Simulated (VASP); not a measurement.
# TePt (zincblende type) (F-43m) in VASP: notebook

TePt (zincblende type) is run at these levels: LDA; tasks: single point.

Everything below comes from runs of VASP 6.6.1. Logs are shortened: lines on timing, memory, paths and dates and some standing lists are left out, and cuts for length are marked.

## 1. The cell of the first run

The structure is cubic, space group F-43m (No. 216). The conventional cell has a = 4.925 Å, b = 4.925 Å, c = 4.925 Å, α = 90.00°, β = 90.00°, γ = 90.00°. Within 2.8 Å of Pt (site symmetry -43m) lie 4 Te at 2.13 Å. Te (site symmetry -43m) has 4 Pt at 2.13 Å within 2.8 Å.

## 2. Single point, LDA (volume scaled by 0.58)

File INCAR:

```
ALGO = Normal
EDIFF = 1E-7
ENCUT = 520
ISIF = 2
ISMEAR = -1
LASPH = True
LCHARG = True
LELF = True
LREAL = False
LVHAR = True
LWAVE = False
NBANDS = 15
NELM = 100
PREC = Accurate
SIGMA = 0.05
```

File KPOINTS:

```
k-points
0
Gamma
  11 11 11
```

File POSCAR:

```
TePt
1.0
    0.0000000000      2.4625165171      2.4625165171
    2.4625165171      0.0000000000      2.4625165171
    2.4625165171      2.4625165171      0.0000000000
Pt Te
1 1
Direct
    0.0000000000      0.0000000000      0.0000000000
    0.2500000000      0.2500000000      0.2500000000
```

Potentials or basis: VASP PAW LDA potentials, release 64 (Pt, Te).

The run is started by

```
$ cat potpaw_LDA.64/Pt/POTCAR potpaw_LDA.64/Te/POTCAR > POTCAR
$ mpirun -np 1 vasp_std > vasp.out
```

OUTCAR:

```text
EDIFF = 1E-7
   ENCUT = 520
   ISIF = 2
   ISMEAR = -1
   LASPH = True
   LREAL = False
   NELM = 100
   PREC = Accurate

 ion  position               nearest neighbor table
   1  0.000  0.000  0.000-   2 2.13   2 2.13   2 2.13   2 2.13
   2  0.250  0.250  0.250-   1 2.13   1 2.13   1 2.13   1 2.13

  LATTYP: Found a face centered cubic cell.
 ALAT       =     4.9250330342

  Lattice vectors:

 A1 = (   0.0000000000,   2.4625165171,   2.4625165171)
 A2 = (   2.4625165171,   0.0000000000,   2.4625165171)
 A3 = (   2.4625165171,   2.4625165171,   0.0000000000)

Analysis of symmetry for initial positions (statically):
=====================================================================
 Subroutine PRICEL returns:
 Original cell was already a primitive cell.

 Routine SETGRP: Setting up the symmetry group for a
 face centered cubic supercell.

 Subroutine GETGRP returns: Found 24 space group operations
 (whereof 24 operations were pure point group operations)
 out of a pool of 48 trial point group operations.

The static configuration has the point symmetry T_d .

Analysis of symmetry for dynamics (positions and initial velocities):
=====================================================================
 Subroutine PRICEL returns:
 Original cell was already a primitive cell.

 Routine SETGRP: Setting up the symmetry group for a
 face centered cubic supercell.

 Subroutine GETGRP returns: Found 24 space group operations
 (whereof 24 operations were pure point group operations)
 out of a pool of 48 trial point group operations.

The dynamic configuration has the point symmetry T_d .

 Subroutine INISYM returns: Found 24 space group operations
 (whereof 24 operations are pure point group operations),
 and found     1 'primitive' translations

----------------------------------------------------------------------------------------

                                     Primitive cell

  volume of cell :      29.8653

  direct lattice vectors                    reciprocal lattice vectors
     0.000000000  2.462516517  2.462516517    -0.203044323  0.203044323  0.203044323
     2.462516517  0.000000000  2.462516517     0.203044323 -0.203044323  0.203044323
     2.462516517  2.462516517  0.000000000     0.203044323  0.203044323 -0.203044323

  length of vectors
     3.482524256  3.482524256  3.482524256     0.351683084  0.351683084  0.351683084

  position of ions in fractional coordinates (direct lattice)
     0.000000000  0.000000000  0.000000000
     0.250000000  0.250000000  0.250000000

  ion indices of the primitive-cell ions
   primitive index   ion index
                 1           1
                 2           2

----------------------------------------------------------------------------------------

 KPOINTS: k-points

Automatic generation of k-mesh.
 Grid dimensions read from file:
 generate k-points for:   11   11   11

 Generating k-lattice:

  Cartesian coordinates                     Fractional coordinates (reciprocal lattice)
    -0.018458575  0.018458575  0.018458575     0.090909091  0.000000000  0.000000000
     0.018458575 -0.018458575  0.018458575     0.000000000  0.090909091  0.000000000
     0.018458575  0.018458575 -0.018458575     0.000000000  0.000000000  0.090909091

  Length of vectors
     0.031971189  0.031971189  0.031971189

  Shift w.r.t. Gamma in fractional coordinates (k-lattice)
     0.000000000  0.000000000  0.000000000

 Subroutine IBZKPT returns following result:
 ===========================================

 Found     56 irreducible k-points:

 Following reciprocal coordinates:
            Coordinates               Weight
  0.000000  0.000000  0.000000      1.000000
  0.090909  0.000000  0.000000      8.000000
  0.181818  0.000000  0.000000      8.000000
  0.272727  0.000000  0.000000      8.000000
  0.363636  0.000000  0.000000      8.000000
  0.454545  0.000000  0.000000      8.000000
[... 16 lines left out ...]
 -0.272727  0.181818  0.000000     24.000000
 -0.181818  0.181818  0.000000     12.000000
 [... further k-points ...]
   k-points           NKPTS =     56   k-points in BZ     NKDIM =     56   number of bands    NBANDS=     15
   number of dos      NEDOS =    301   number of ions     NIONS =      2
   total plane-waves  NPLWV =  21952
   dimension x,y,z NGX =    28 NGY =   28 NGZ =   28
   dimension x,y,z NGXF=    56 NGYF=   56 NGZF=   56
   ions per type =               1   1
   NGX,Y,Z   is equivalent  to a cutoff of  13.37, 13.37, 13.37 a.u.
   NGXF,Y,Z  is equivalent  to a cutoff of  26.73, 26.73, 26.73 a.u.
 SYSTEM =  unknown system
   PREC   = accura    normal or accurate (medium, high low for compatibility)
   ISTART =      0    job   : 0-new  1-cont  2-samecut
   ICHARG =      2    charge: 1-file 2-atom 10-const
   ISPIN  =      1    spin polarized calculation?
   LNONCOLLINEAR =      F non collinear calculations
   LSORBIT =      F    spin-orbit coupling
   LASPH  =      T    aspherical Exc in radial PAW
   ENCUT  =  520.0 eV  38.22 Ry    6.18 a.u.   6.48  6.48  6.48*2*pi/ulx,y,z
   NELM   =    100;   NELMIN=  2; NELMDL= -5     # of ELM steps
   EDIFF  = 0.1E-06   stopping-criterion for ELM
   LREAL  =      F    real-space projection
   EDIFFG = 0.1E-05   stopping-criterion for IOM
   NSW    =      0    number of steps for IOM
   IBRION =     -1    ionic relax: 0-MD 1-quasi-New 2-CG
   NFREE  =      0    steps in history (QN), initial steepest desc. (CG)
   ISIF   =      2    stress and relaxation
   ISYM   =      2    0-nonsym 1-usesym 2-fastsym
   POTIM  = 0.5000    time-step for ionic-motion
   TEBEG  =    0.0;   TEEND  =   0.0 temperature during run
   PSTRESS=    0.0 pullay stress
   NELECT =      16.0000    total number of electrons
   NUPDOWN=      -1.0000    fix difference up-down
   EMIN   =  10.00;   EMAX   =-10.00  energy-range for DOS
   EFERMI =   0.00;   METHOD = LEGACY
   ISMEAR =    -1;   SIGMA  =   0.05  broadening in eV -4-tet -1-fermi 0-gaus
   EFERMI_NEDOS =   21; number of points for ismear=-14 and -15
   IALGO  =     38    algorithm
   IMIX   =      4    mixing-type and parameters
     AMIX     =   0.40;   BMIX     =  1.00
     AMIX_MAG =   1.60;   BMIX_MAG =  1.00
  volume/ion in A,a.u.               =      14.93       100.77
  Fermi-wavevector in a.u.,A,eV,Ry     =   1.329614  2.512607 24.053388  1.767874
  Thomas-Fermi vector in A             =   2.458763
   LORBIT       =      0    0 simple, 1 ext, 2 COOP (PROOUT), +10 PAW based schemes
   GGA     = CA    functional components
   LHFCALC =     F    Hartree Fock is set to
   AEXX    =    0.0000 exact exchange contribution
   IVDW    =     0    specifies the selected vdW correction
   LEPSILON=     F    determine dielectric tensor
   LRPA    =     F    only Hartree local field effects (RPA)
 non-spin polarized calculation
  energy-cutoff  :      520.00
  volume of cell :       29.87
 maximum number of plane-waves:       821
 NGX is ok and might be reduce to    28
   NGX = 13   NGY = 13   NGZ = 13

 number of electron      15.9999999 magnetization

 Free energy of the ion-electron system (eV)
  ---------------------------------------------------
  ext. energy  EPLUGINS =         0.00000000
  ---------------------------------------------------
  free energy    TOTEN  =        -2.52427262 eV

  energy without entropy =       -2.51511045  energy(sigma->0) =       -2.51969154

 E-fermi :  16.4749     XC(G=0): -13.0885

 val. band max:       16.4638828189   @ k =   0.2727   0.1818   0.0000
 cond. band min:      16.5435127035   @ k =   0.4545   0.1818   0.0000
 fundamental gap:      0.0796298846
 Fermi energy:        16.4749315849

 k-point     1 :       0.0000    0.0000    0.0000
  band No.  band energies     occupation
      1      -1.8095      2.00000
      2       6.8163      2.00000
      3       6.8163      2.00000
      4       6.8163      2.00000
      5      10.0829      2.00000
      6      10.0829      2.00000
      7      20.3365      0.00000
      8      21.5486      0.00000
      9      21.5486      0.00000
     10      21.5486      0.00000
     11      23.9916      0.00000
     12      23.9916      0.00000
     13      23.9916      0.00000
     14      25.7063      0.00000
     15      28.0821      0.00000

 k-point     2 :       0.0909    0.0000    0.0000
  band No.  band energies     occupation
      1      -1.6567      2.00000
      2       6.7152      2.00000
      3       6.8817      2.00000
      4       6.8817      2.00000
      5      10.0387      2.00000
      6      10.0387      2.00000
      7      19.9034      0.00000
      8      21.0035      0.00000
      9      21.4436      0.00000
     10      21.4436      0.00000
     11      23.3737      0.00000
     12      23.8727      0.00000
     13      23.8727      0.00000
     14      26.5839      0.00000
     15      28.1354      0.00000

 k-point     3 :       0.1818    0.0000    0.0000
  band No.  band energies     occupation
      1      -1.2234      2.00000
      2       6.4845      2.00000
      3       7.0460      2.00000
      4       7.0460      2.00000
      5       9.9594      2.00000
      6       9.9594      2.00000
      7      17.5581      0.00000
      8      20.8417      0.00000
      9      20.8417      0.00000
     10      21.1268      0.00000
     11      23.2444      0.00000
     12      23.9621      0.00000
     13      23.9621      0.00000
     14      27.4790      0.00000
     15      28.3171      0.00000

 k-point     4 :       0.2727    0.0000    0.0000
  band No.  band energies     occupation
      1      -0.5964      2.00000
      2       6.2894      2.00000
      3       7.2220      2.00000
      4       7.2220      2.00000
      5       9.9642      2.00000
      6       9.9642      2.00000
      7      14.9652      2.00000
      8      19.7531      0.00000
      9      19.7531      0.00000
     10      20.6826      0.00000
     11      24.4573      0.00000
     12      24.4846      0.00000
     13      24.4846      0.00000
     14      28.1474      0.00000
     15      28.6695      0.00000
[... 307 lines left out ...]
 k-point    22 :      -0.3636    0.1818    0.0000
  band No.  band energies     occupation
      1       0.7223      2.00000
      2       6.6071      2.00000
      3       7.0472      2.00000
      4       7.6772      2.00000
      5       9.9536      2.00000
      6      10.3067      2.00000
      7      11.8596      2.00000
      8      15.5457      2.00000
      9      17.7787      0.00000
     10      20.9562      0.00000
     11      25.0403      0.00000
     12      25.7279      0.00000
     13      27.5784      0.00000
     14      29.1062      0.00000
     15      29.1740      0.00000

 k-point    23 :      -0.2727    0.1818    0.0000
  band No.  band energies     occupation
      1       0.2389      2.00000
      2       6.3627      2.00000
      3       7.1086      2.00000
      4       7.5458      2.00000
      5       9.7162      2.00000
      6      10.4101      2.00000
      7      13.3290      2.00000
      8      15.8088      2.00000
      9      19.1075      0.00000
     10      21.2560      0.00000
     11      24.1507      0.00000
     12      25.4066      0.00000
     13      26.8654      0.00000
     14      27.7505      0.00000
     15      29.0381      0.00000

 k-point    24 :      -0.1818    0.1818    0.0000
  band No.  band energies     occupation
      1      -0.3746      2.00000
      2       6.2662      2.00000
      3       7.1969      2.00000
      4       7.3461      2.00000
      5       9.6657      2.00000
      6      10.2400      2.00000
      7      15.2726      2.00000
      8      16.7163      0.01588
      9      20.4693      0.00000
     10      21.7420      0.00000
     11      23.0620      0.00000
     12      24.7424      0.00000
     13      25.8152      0.00000
     14      27.0257      0.00000
     15      28.9467      0.00000

 [... further k-points ...]

------------------------ aborting loop because EDIFF is reached ----------------------------------------

  FORCE on cell =-STRESS in cart. coord.  units (eV):
  Direction    XX          YY          ZZ          XY          YZ          ZX
  --------------------------------------------------------------------------------------
  -------------------------------------------------------------------------------------
  Total       41.0885853     41.0885853     41.0885853      0.0000000      0.0000000     -0.0000000
  in kB     2204.2676078   2204.2676078   2204.2676078      0.0000000      0.0000000     -0.0000000
  external PRESSURE =    2204.2676078 kB  Pullay stress =       0.0000000 kB

 VOLUME and BASIS-vectors are now :
 -----------------------------------------------------------------------------
  energy-cutoff  :      520.00
  volume of cell :       29.87
      direct lattice vectors                 reciprocal lattice vectors
     0.000000000  2.462516517  2.462516517    -0.203044323  0.203044323  0.203044323
     2.462516517  0.000000000  2.462516517     0.203044323 -0.203044323  0.203044323
     2.462516517  2.462516517  0.000000000     0.203044323  0.203044323 -0.203044323

 POSITION                                       TOTAL-FORCE (eV/Angst)
 -----------------------------------------------------------------------------------
      0.00000      0.00000      0.00000         0.000000      0.000000      0.000000
      1.23126      1.23126      1.23126        -0.000000     -0.000000     -0.000000
 -----------------------------------------------------------------------------------
    total drift:                               -0.000000     -0.000000     -0.000000

  FREE ENERGIE OF THE ION-ELECTRON SYSTEM (eV)
  ---------------------------------------------------
  free  energy   TOTEN  =        -2.5242726211 eV

  energy  without entropy=       -2.5151104548  energy(sigma->0) =       -2.51969154
```

Run time: 27 s. Hardware: 1 thread of AMD EPYC 9R45 (Zen 5), shared host; peak memory 0.13 GiB.

Results:

| Quantity | Value |
| --- | --- |
| Free energy | -2.5243 eV |
| Pressure | 220.4 GPa |
| Band gap on the k mesh | zero (band 8 reaches 21.55 eV, above the bottom of band 9 at 13.39 eV) |

Caveat: spin-orbit coupling is left out, which moves the levels of the heavy elements.

## 3. Single point, LDA (volume scaled by 0.58)

File INCAR:

```
SYSTEM = TePt
ALGO = Normal
EDIFF = 1E-6
ENCUT = 520
ISIF = 2
ISMEAR = -1
LASPH = .TRUE.
LCHARG = .FALSE.
LREAL = .FALSE.
LWAVE = .FALSE.
NBANDS = 15
NELM = 80
PREC = Accurate
SIGMA = 0.05
```

File KPOINTS:

```
k-points
0
G
  11 11 11
  0 0 0
```

POSCAR is that of step 2.

Potentials or basis: VASP PAW LDA potentials, release 64 (Pt, Te).

The run is started by

```
$ cat potpaw_LDA.64/Pt/POTCAR potpaw_LDA.64/Te/POTCAR > POTCAR
$ mpirun -np 1 vasp_std > vasp.out
```

OUTCAR:

```text
SYSTEM = TePt
   EDIFF = 1E-6
   ENCUT = 520
   ISIF = 2
   ISMEAR = -1
   LASPH = .TRUE.
   LREAL = .FALSE.
   NELM = 80
   PREC = Accurate

 ion  position               nearest neighbor table
   1  0.000  0.000  0.000-   2 2.13   2 2.13   2 2.13   2 2.13
   2  0.250  0.250  0.250-   1 2.13   1 2.13   1 2.13   1 2.13

  LATTYP: Found a face centered cubic cell.
 ALAT       =     4.9250330342

  Lattice vectors:

 A1 = (   0.0000000000,   2.4625165171,   2.4625165171)
 A2 = (   2.4625165171,   0.0000000000,   2.4625165171)
 A3 = (   2.4625165171,   2.4625165171,   0.0000000000)

[... 616 lines left out ...]

  FORCE on cell =-STRESS in cart. coord.  units (eV):
  Direction    XX          YY          ZZ          XY          YZ          ZX
  --------------------------------------------------------------------------------------
  -------------------------------------------------------------------------------------
  Total       41.0884182     41.0884182     41.0884182     -0.0000000      0.0000000      0.0000000
  in kB     2204.2586438   2204.2586438   2204.2586438     -0.0000000      0.0000000      0.0000000
  external PRESSURE =    2204.2586438 kB  Pullay stress =       0.0000000 kB

 VOLUME and BASIS-vectors are now :
 -----------------------------------------------------------------------------
  energy-cutoff  :      520.00
  volume of cell :       29.87
      direct lattice vectors                 reciprocal lattice vectors
     0.000000000  2.462516517  2.462516517    -0.203044323  0.203044323  0.203044323
     2.462516517  0.000000000  2.462516517     0.203044323 -0.203044323  0.203044323
     2.462516517  2.462516517  0.000000000     0.203044323  0.203044323 -0.203044323

 POSITION                                       TOTAL-FORCE (eV/Angst)
 -----------------------------------------------------------------------------------
      0.00000      0.00000      0.00000        -0.000000     -0.000000     -0.000000
      1.23126      1.23126      1.23126         0.000000      0.000000      0.000000
 -----------------------------------------------------------------------------------
    total drift:                               -0.000000     -0.000000     -0.000000

  FREE ENERGIE OF THE ION-ELECTRON SYSTEM (eV)
  ---------------------------------------------------
  free  energy   TOTEN  =        -2.5242726276 eV

  energy  without entropy=       -2.5151105211  energy(sigma->0) =       -2.51969157
```

OSZICAR:

```text
N       E                     dE             d eps       ncg     rms          rms(c)
DAV:   1     0.907559358998E+02    0.90756E+02   -0.74309E+03  1728   0.969E+02
DAV:   2    -0.106623478691E+01   -0.91822E+02   -0.86330E+02  2086   0.215E+02
DAV:   3    -0.327839475691E+01   -0.22122E+01   -0.22072E+01  2135   0.336E+01
DAV:   4    -0.329622003949E+01   -0.17825E-01   -0.17824E-01  2170   0.348E+00
DAV:   5    -0.329650192116E+01   -0.28188E-03   -0.28188E-03  2233   0.414E-01    0.301E+01
DAV:   6    -0.277259605008E+01    0.52391E+00   -0.16539E-01  1995   0.353E+00    0.175E+01
DAV:   7    -0.252747614797E+01    0.24512E+00   -0.11943E-01  2156   0.226E+00    0.174E+00
DAV:   8    -0.252477890953E+01    0.26972E-02   -0.53169E-03  1897   0.502E-01    0.604E-01
DAV:   9    -0.252428415969E+01    0.49475E-03   -0.23322E-03  1995   0.281E-01    0.137E-01
DAV:  10    -0.252427074599E+01    0.13414E-04   -0.12937E-04  2058   0.760E-02    0.957E-02
DAV:  11    -0.252427293507E+01   -0.21891E-05   -0.42936E-06  2317   0.151E-02    0.276E-02
DAV:  12    -0.252427262764E+01    0.30743E-06   -0.80366E-07  1520   0.609E-03
   1 F= -.25242726E+01 E0= -.25196916E+01  d E =-.916211E-02
```

stdout:

```text
POSCAR found type information on POSCAR PtTe
 POSCAR found :  2 types and       2 ions
 scaLAPACK will be used
 LDA part: xc-table for (Slater(with rela. corr.)+CA(PZ))
 , standard interpolation
 POSCAR, INCAR and KPOINTS ok, starting setup
 FFT: planning ... GRIDC
 FFT: planning ... GRID_SOFT
 FFT: planning ... GRID
 WAVECAR not read
 entering main loop
```

Wall time 24 s (1 thread of AMD EPYC 9R45 (Zen 5), shared host); peak memory 0.12 GiB.

What came out:

```yaml
Free_energy: -2.5243 eV
Pressure: 220.4 GPa
Band_gap_on_the_k_mesh: zero (band 8 reaches 21.55 eV, above the bottom of band 9 at 13.39 eV)
```

Caveat: spin-orbit coupling is left out, which moves the levels of the heavy elements.
